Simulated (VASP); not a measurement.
# Sc3Al (P6_3/mmc) in VASP: further runs

The runs below take Sc3Al through relaxation of shape and atoms at fixed volume, with PBEsol.

All numbers are computed with VASP 6.6.1; they aren't measurements. Logs are shortened: lines on timing, memory, paths and dates and some standing lists are left out, and cuts for length are marked.

**1. The cell of the first run**

It takes space group P6_3/mmc (No. 194, hexagonal). The conventional cell has a = 6.109 Å, b = 6.109 Å, c = 4.876 Å, α = 90.00°, β = 90.00°, γ = 120.00°. Sc (site symmetry mm2) has 8 Sc at 2.96 to 3.15 Å and 4 Al at 2.98 to 3.06 Å within 3.9 Å. Within 3.9 Å of Al (site symmetry -6m2) lie 12 Sc at 2.98 to 3.06 Å.

**2. Relaxation of shape and atoms at fixed volume, PBEsol (19.70 Å³/atom)**

INCAR

```
SYSTEM = Sc3Al
ALGO     = Normal         ! electronic algorithm
EDIFF    = 1E-7           ! SCF threshold, eV
EDIFFG   = -0.01          ! ionic threshold
ENCUT    = 500            ! plane-wave cutoff, eV
GGA      = PS             ! functional
GGA_COMPAT= .False.      
IBRION   = 2              ! ionic algorithm
ISIF     = 4              ! what is computed and relaxed
ISMEAR   = 0              ! smearing method
LASPH    = .True.         ! aspherical terms in the spheres
LCHARG   = .False.        ! write CHGCAR
LREAL    = .False.        ! projectors in reciprocal space
LWAVE    = .False.        ! write WAVECAR
NELM     = 120            ! most SCF steps
NELMIN   = 4            
NSW      = 50             ! ionic steps
PREC     = Accurate       ! precision mode
SIGMA    = 0.1            ! smearing width, eV
```

KPOINTS

```
k-points
0
Gamma
  6 6 8
  0 0 0
```

POSCAR

```
Sc3Al
1.0
    6.1094074031      0.0000000000      0.0000000000
   -3.0547037016      5.2909020132      0.0000000000
    0.0000000000      0.0000000000      4.8763757705
Sc Al
6 2
Direct
    0.8281198142      0.1718801858      0.7500000000
    0.3437603715      0.1718801858      0.7500000000
    0.8281198142      0.6562396285      0.7500000000
    0.1718801858      0.8281198142      0.2500000000
    0.6562396285      0.8281198142      0.2500000000
    0.1718801858      0.3437603715      0.2500000000
    0.6666666667      0.3333333333      0.2500000000
    0.3333333333      0.6666666667      0.7500000000
```

Potentials or basis: VASP PAW PBE potentials, release 64 (Sc_sv, Al).

Launch:

```sh
$ cat potpaw_PBE.64/Sc_sv/POTCAR potpaw_PBE.64/Al/POTCAR > POTCAR
$ mpirun -np 1 vasp_std > vasp.out
```

OUTCAR:

```text
SYSTEM = Sc3Al
   EDIFF = 1E-7
   EDIFFG = -0.01
   ENCUT = 500
   GGA = PS
   IBRION = 2
   ISIF = 4
   ISMEAR = 0
   LASPH = .True.
   LREAL = .False.
   NELM = 120
   NELMIN = 4
   NSW = 50
   PREC = Accurate

 ion  position               nearest neighbor table
   1  0.828  0.172  0.750-   2 2.96   3 2.96   7 2.98   7 2.98   6 3.04   6 3.04   5 3.04   5 3.04
                             8 3.06   8 3.06   2 3.15   3 3.15
   2  0.344  0.172  0.750-   1 2.96   3 2.96   7 2.98   7 2.98   6 3.04   6 3.04   4 3.04   4 3.04
                             8 3.06   8 3.06   1 3.15   3 3.15
   3  0.828  0.656  0.750-   2 2.96   1 2.96   7 2.98   7 2.98   5 3.04   5 3.04   4 3.04   4 3.04
                             8 3.06   8 3.06   2 3.15   1 3.15
   4  0.172  0.828  0.250-   5 2.96   6 2.96   8 2.98   8 2.98   3 3.04   3 3.04   2 3.04   2 3.04
                             7 3.06   7 3.06   5 3.15   6 3.15
   5  0.656  0.828  0.250-   4 2.96   6 2.96   8 2.98   8 2.98   3 3.04   3 3.04   1 3.04   1 3.04
                             7 3.06   7 3.06   4 3.15   6 3.15
   6  0.172  0.344  0.250-   5 2.96   4 2.96   8 2.98   8 2.98   2 3.04   2 3.04   1 3.04   1 3.04
                             7 3.06   7 3.06   5 3.15   4 3.15
   7  0.667  0.333  0.250-   1 2.98   1 2.98   2 2.98   2 2.98   3 2.98   3 2.98   6 3.06   6 3.06
                             4 3.06   4 3.06   5 3.06   5 3.06
   8  0.333  0.667  0.750-   4 2.98   4 2.98   5 2.98   5 2.98   6 2.98   6 2.98   3 3.06   3 3.06
                             1 3.06   1 3.06   2 3.06   2 3.06

  LATTYP: Found a hexagonal cell.
 ALAT       =     6.1094074031
 C/A-ratio  =     0.7981749209

  Lattice vectors:

 A1 = (   6.1094074031,   0.0000000000,   0.0000000000)
 A2 = (  -3.0547037016,   5.2909020132,   0.0000000000)
 A3 = (   0.0000000000,   0.0000000000,   4.8763757705)

Analysis of symmetry for initial positions (statically):
=====================================================================
 Subroutine PRICEL returns:
 Original cell was already a primitive cell.

 Routine SETGRP: Setting up the symmetry group for a
 hexagonal supercell.

 Subroutine GETGRP returns: Found 24 space group operations
 (whereof 12 operations were pure point group operations)
 out of a pool of 24 trial point group operations.

The static configuration has the point symmetry D_3d.
 The point group associated with its full space group is D_6h.

Analysis of symmetry for dynamics (positions and initial velocities):
=====================================================================
 Subroutine PRICEL returns:
 Original cell was already a primitive cell.

[... 131 lines left out ...]
   NELECT =      72.0000    total number of electrons
   NUPDOWN=      -1.0000    fix difference up-down
   EMIN   =  10.00;   EMAX   =-10.00  energy-range for DOS
   EFERMI =   0.00;   METHOD = LEGACY
   ISMEAR =     0;   SIGMA  =   0.10  broadening in eV -4-tet -1-fermi 0-gaus
   EFERMI_NEDOS =   21; number of points for ismear=-14 and -15
   IALGO  =     38    algorithm
   IMIX   =      4    mixing-type and parameters
     AMIX     =   0.40;   BMIX     =  1.00
     AMIX_MAG =   1.60;   BMIX_MAG =  1.00
  volume/ion in A,a.u.               =      19.70       132.96
  Fermi-wavevector in a.u.,A,eV,Ry     =   1.260793  2.382553 21.627796  1.589598
  Thomas-Fermi vector in A             =   2.394284
   LORBIT       =      0    0 simple, 1 ext, 2 COOP (PROOUT), +10 PAW based schemes
   GGA     = PS    functional components
   LHFCALC =     F    Hartree Fock is set to
   AEXX    =    0.0000 exact exchange contribution
   IVDW    =     0    specifies the selected vdW correction
   LEPSILON=     F    determine dielectric tensor
   LRPA    =     F    only Hartree local field effects (RPA)
 conjugate gradient relaxation of ions
 non-spin polarized calculation
 Gauss-broadening in eV      SIGMA  =   0.10
  energy-cutoff  :      500.00
  volume of cell :      157.63
 maximum number of plane-waves:      4029
 NGX is ok and might be reduce to    48
   NGX = 23   NGY = 23   NGZ = 17

--------------------------------------- Ionic step        1  -------------------------------------------

 number of electron      72.0000007 magnetization

 Free energy of the ion-electron system (eV)
  ---------------------------------------------------
  ext. energy  EPLUGINS =         0.00000000
  ---------------------------------------------------
  free energy    TOTEN  =       -49.89134607 eV

  energy without entropy =      -49.83453172  energy(sigma->0) =      -49.86293889

------------------------ aborting loop because EDIFF is reached ----------------------------------------

  FORCE on cell =-STRESS in cart. coord.  units (eV):
  Direction    XX          YY          ZZ          XY          YZ          ZX
  --------------------------------------------------------------------------------------
  -------------------------------------------------------------------------------------
  Total        4.8304178      4.8304178      4.5339537     -0.0000000      0.0000000      0.0000000
  in kB       49.0986223     49.0986223     46.0852229     -0.0000000      0.0000000      0.0000000
  external PRESSURE =      48.0941558 kB  Pullay stress =       0.0000000 kB
[... 71 lines left out ...]
--------------------------------------- Ionic step        3  -------------------------------------------

 number of electron      72.0000011 magnetization

 Free energy of the ion-electron system (eV)
  ---------------------------------------------------
  ext. energy  EPLUGINS =         0.00000000
  ---------------------------------------------------
  free energy    TOTEN  =       -49.89175182 eV

  energy without entropy =      -49.83563342  energy(sigma->0) =      -49.86369262

 E-fermi :   5.2280     XC(G=0): -10.6156

 val. band max:        5.2276331786   @ k =   0.3333   0.0000   0.1250
 cond. band min:       5.2282007869   @ k =   0.5000   0.0000   0.1250
 fundamental gap:      0.0005676082
 Fermi energy:         5.2279977879

 k-point     1 :       0.0000    0.0000    0.0000
  band No.  band energies     occupation
      1     -43.7436      2.00000
      2     -43.6451      2.00000
      3     -43.6451      2.00000
      4     -43.6451      2.00000
      5     -43.5980      2.00000
      6     -43.5980      2.00000
[... 1093 lines left out ...]
     42       6.2855      0.00000
     43       6.3600      0.00000

 [... further k-points ...]

------------------------ aborting loop because EDIFF is reached ----------------------------------------

  FORCE on cell =-STRESS in cart. coord.  units (eV):
  Direction    XX          YY          ZZ          XY          YZ          ZX
  --------------------------------------------------------------------------------------
  -------------------------------------------------------------------------------------
  Total        4.7110748      4.7110748      4.7355073     -0.0000000     -0.0000000      0.0000000
  in kB       47.8855647     47.8855647     48.1339084     -0.0000000     -0.0000000      0.0000000
  external PRESSURE =      47.9683459 kB  Pullay stress =       0.0000000 kB
[... 23 lines left out ...]
  FREE ENERGIE OF THE ION-ELECTRON SYSTEM (eV)
  ---------------------------------------------------
  free  energy   TOTEN  =       -49.8917518164 eV

  energy  without entropy=      -49.8356334158  energy(sigma->0) =      -49.86369262

 reached required accuracy - stopping structural energy minimisation
```

OSZICAR:

```text
N       E                     dE             d eps       ncg     rms          rms(c)
DAV:   1     0.149569904348E+04    0.14957E+04   -0.31155E+04  3050   0.171E+03
DAV:   2     0.887361543997E+02   -0.14070E+04   -0.13952E+04  4522   0.809E+02
[... 24 lines left out ...]
DAV:   1    -0.498920804439E+02   -0.43324E-03   -0.89451E-02  3796   0.434E+00    0.174E-01
DAV:   2    -0.498920458579E+02    0.34586E-04   -0.60121E-03  4852   0.767E-01    0.113E-01
DAV:   3    -0.498917512341E+02    0.29462E-03   -0.64881E-04  5124   0.258E-01    0.143E-02
DAV:   4    -0.498917523472E+02   -0.11131E-05   -0.37736E-05  4532   0.573E-02    0.841E-03
DAV:   5    -0.498917518729E+02    0.47426E-06   -0.19458E-06  4676   0.128E-02    0.302E-03
DAV:   6    -0.498917518164E+02    0.56515E-07   -0.85489E-08  2308   0.394E-03
   3 F= -.49891752E+02 E0= -.49863693E+02  d E =-.405750E-03
```

Run time: 6.3 min. Hardware: 1 thread of Intel Xeon 6975P-C (Granite Rapids), shared host; peak memory 0.37 GiB.

What came out:

```
Free energy                  : -49.8918 eV
Energy gained by relaxing    : 0.1 meV/atom
Ionic steps                  : 3
Pressure after relaxing      : 4.8 GPa
Largest force after relaxing : 0.008 eV/Å
Band gap on the k mesh       : zero (bands 36 and 37 overlap by 0.71 eV)
```

Forces on the atoms (eV/Å):
```
Sc  -0.007  0.004  0.000
Sc   0.007  0.004  0.000
Sc   0.000 -0.008  0.000
Sc   0.007 -0.004  0.000
Sc  -0.007 -0.004  0.000
Sc   0.000  0.008  0.000
Al   0.000  0.000  0.000
Al   0.000  0.000  0.000
```

The path:
| step | energy change (eV) | largest force (eV/Å) | pressure (GPa) | volume (Å³) |
| --- | --- | --- | --- | --- |
| 1 | 0.0000 | 0.0127 | 4.81 | 157.63 |
| 2 | -0.0003 | 0.0102 | 4.80 | 157.63 |
| 3 | -0.0004 | 0.0078 | 4.80 | 157.63 |

Final structure:
```xyz
8
Lattice="6.1168 0.0000 0.0000 -3.0584 5.2973 0.0000 0.0000 0.0000 4.8646" Properties=species:S:1:pos:R:3 pbc="T T T"
Sc    4.5387    0.9111    3.6484
Sc    1.5781    0.9111    3.6484
Sc    3.0584    3.4751    3.6484
Sc   -1.4803    4.3862    1.2161
Sc    1.4803    4.3862    1.2161
Sc    0.0000    1.8223    1.2161
Al    3.0584    1.7658    1.2161
Al    0.0000    3.5315    3.6484
```

Levels at points of the mesh, in eV from the Fermi level:
```tsv
k point	band 34	band 35	band 36	band 37	band 38	band 39	band 40	band 41
(0.00, 0.00, 0.00)	-0.63	-0.63	-0.29	-0.29	-0.27	-0.01	0.29	1.36
(0.50, 0.00, 0.00)	-0.39	-0.38	-0.16	-0.12	0.17	0.20	1.06	1.13
(0.00, 0.00, 0.50)	-0.36	-0.36	-0.36	-0.23	-0.23	0.45	0.45	1.01
(0.50, 0.00, 0.50)	-0.97	0.29	0.29	0.51	0.51	0.60	0.60	0.77
```

Caveat: the PAW data sets were made with another functional, which shifts forces and pressure a little.

**3. Relaxation of shape and atoms at fixed volume, PBEsol (20.33 Å³/atom)**

This run uses another cell than the first one, of 20.33 Å³/atom.

INCAR

```
SYSTEM = Sc3Al
PREC = Accurate ; ENCUT = 500
EDIFF = 1E-7 ; ISMEAR = 0
SIGMA = 0.1 ; LREAL = .FALSE.
LASPH = .TRUE. ; NELM = 120
ALGO = Normal ; ISIF = 4
LWAVE = .FALSE. ; LCHARG = .FALSE.
GGA = PS ; IBRION = 2
NSW = 50 ; EDIFFG = -0.01
GGA_COMPAT = .FALSE. ; NELMIN = 4
```

KPOINTS

```
Automatic mesh
0
G
  6 6 8
  0 0 0
```

Changes to POSCAR since step 2:

```diff
@@ -2,5 +2,5 @@
 1.0
-    6.1094074031      0.0000000000      0.0000000000
-   -3.0547037016      5.2909020132      0.0000000000
-    0.0000000000      0.0000000000      4.8763757705
+    6.1737216810      0.0000000000      0.0000000000
+   -3.0868608405      5.3465998116      0.0000000000
+    0.0000000000      0.0000000000      4.9277098141
 Sc Al
```

Potentials or basis: VASP PAW PBE potentials, release 64 (Sc_sv, Al).

Launch:

```sh
$ cat potpaw_PBE.64/Sc_sv/POTCAR potpaw_PBE.64/Al/POTCAR > POTCAR
$ mpirun -np 1 vasp_std > vasp.out
```

OUTCAR:

```text
SYSTEM = Sc3Al
   PREC = Accurate
   ENCUT = 500
   EDIFF = 1E-7
   ISMEAR = 0
   LREAL = .FALSE.
   LASPH = .TRUE.
   NELM = 120
   ISIF = 4
   GGA = PS
   IBRION = 2
   NSW = 50
   EDIFFG = -0.01
   NELMIN = 4

 ion  position               nearest neighbor table
   1  0.828  0.172  0.750-   3 2.99   2 2.99   7 3.01   7 3.01   5 3.07   5 3.07   6 3.07   6 3.07
                             8 3.09   8 3.09   3 3.18   2 3.18
   2  0.344  0.172  0.750-   3 2.99   1 2.99   7 3.01   7 3.01   6 3.07   6 3.07   4 3.07   4 3.07
[... 1385 lines left out ...]
  Total        2.3283741      2.3283741      2.2538850     -0.0000000      0.0000000      0.0000000
  in kB       22.9347224     22.9347224     22.2009973     -0.0000000      0.0000000      0.0000000
  external PRESSURE =      22.6901474 kB  Pullay stress =       0.0000000 kB

 VOLUME and BASIS-vectors are now :
 -----------------------------------------------------------------------------
  energy-cutoff  :      500.00
  volume of cell :      162.66
      direct lattice vectors                 reciprocal lattice vectors
     6.175618948  0.000000000  0.000000000     0.161927089  0.093488649  0.000000000
    -3.087809474  5.348242893  0.000000000    -0.000000000  0.186977297  0.000000000
     0.000000000 -0.000000000  4.924682507     0.000000000 -0.000000000  0.203058776

 POSITION                                       TOTAL-FORCE (eV/Angst)
 -----------------------------------------------------------------------------------
      4.58316      0.91941      3.69351        -0.004652      0.002686      0.000000
      1.59246      0.91941      3.69351         0.004652      0.002686      0.000000
      3.08781      3.50943      3.69351         0.000000     -0.005372     -0.000000
     -1.49535      4.42884      1.23117         0.004652     -0.002686     -0.000000
      1.49535      4.42884      1.23117        -0.004652     -0.002686     -0.000000
      0.00000      1.83881      1.23117         0.000000      0.005372      0.000000
      3.08781      1.78275      1.23117         0.000000     -0.000000      0.000000
     -0.00000      3.56550      3.69351        -0.000000      0.000000      0.000000
 -----------------------------------------------------------------------------------
    total drift:                               -0.000000      0.000000     -0.000000

  FREE ENERGIE OF THE ION-ELECTRON SYSTEM (eV)
  ---------------------------------------------------
  free  energy   TOTEN  =       -50.0041163425 eV

  energy  without entropy=      -49.9450107460  energy(sigma->0) =      -49.97456354

 reached required accuracy - stopping structural energy minimisation
```

OSZICAR:

```text
N       E                     dE             d eps       ncg     rms          rms(c)
DAV:   1     0.150939414323E+04    0.15094E+04   -0.31104E+04  3066   0.170E+03
DAV:   2     0.952197121989E+02   -0.14142E+04   -0.14022E+04  4530   0.805E+02
[... 16 lines left out ...]
DAV:   1    -0.500042038980E+02   -0.16693E-03   -0.21951E-02  3837   0.213E+00    0.873E-02
DAV:   2    -0.500041902635E+02    0.13634E-04   -0.14809E-03  4852   0.381E-01    0.564E-02
DAV:   3    -0.500041163424E+02    0.73921E-04   -0.16106E-04  5124   0.128E-01    0.724E-03
DAV:   4    -0.500041165374E+02   -0.19498E-06   -0.93111E-06  4492   0.278E-02    0.424E-03
DAV:   5    -0.500041163719E+02    0.16553E-06   -0.41909E-07  3124   0.649E-03    0.148E-03
DAV:   6    -0.500041163425E+02    0.29396E-07   -0.67483E-08  2171   0.370E-03
   2 F= -.50004116E+02 E0= -.49974564E+02  d E =-.793712E-04
```

Run time: 4.5 min. Hardware: 1 thread of Intel Xeon 6975P-C (Granite Rapids), shared host; peak memory 0.39 GiB.

What came out:

```yaml
Free_energy: -50.0041 eV
Energy_gained_by_relaxing: 0.0 meV/atom
Ionic_steps: 2
Pressure_after_relaxing: 2.3 GPa
Largest_force_after_relaxing: 0.005 eV/Å
Band_gap_on_the_k_mesh: zero (bands 36 and 37 overlap by 0.68 eV)
```

Forces in eV/Å, atoms in the order of the input:
```
Sc  -0.005  0.003  0.000
Sc   0.005  0.003  0.000
Sc   0.000 -0.005  0.000
Sc   0.005 -0.003  0.000
Sc  -0.005 -0.003  0.000
Sc   0.000  0.005  0.000
Al   0.000  0.000  0.000
Al   0.000  0.000  0.000
```

Final structure:
```
Sc Al
1.0
     6.17562    0.00000    0.00000
    -3.08781    5.34824    0.00000
     0.00000    0.00000    4.92468
Sc Al
6 2
Cartesian
  4.5832 0.9194 3.6935
  1.5925 0.9194 3.6935
  3.0878 3.5094 3.6935
  -1.4954 4.4288 1.2312
  1.4954 4.4288 1.2312
  0.0000 1.8388 1.2312
  3.0878 1.7827 1.2312
  0.0000 3.5655 3.6935
```

Caveat: the PAW data sets were made with another functional, which shifts forces and pressure a little.
